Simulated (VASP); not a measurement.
# Cr: single point with PBE

Crystal: Cr.

```xyz
1
Lattice="-1.4844 1.4844 1.4844 1.4844 -1.4844 1.4844 1.4844 1.4844 -1.4844" Properties=species:S:1:pos:R:3 pbc="T T T"
Cr    0.0000    0.0000    0.0000
```

```
Program             : VASP 6.6.1
Task                : single point
Functional          : PBE
Potentials or basis : VASP PAW PBE potentials, release 64 (Cr_pv)
Cutoff              : 520 eV
k mesh              : 10 × 10 × 10
Occupations         : fermi-dirac, width 0.05 eV
Spin                : collinear spin, ferromagnetic start
Starting moments    : [3.0] μB
Fixed moment        : 3 μB
```

```json
{
 "Pressure": "24.0 GPa",
 "Net moment": "3.00 μB per cell",
 "Site moments": "Cr +2.77 μB",
 "Valence electrons inside the program's atomic spheres": "Cr 10.88"
}
```

Wall time 15 s on 1 thread of AMD EPYC 7R43 64-Core Processor (Zen 3), with other jobs on the host, peak memory 0.11 GiB.

Caveat: the total moment is fixed, so each spin has its own Fermi level.
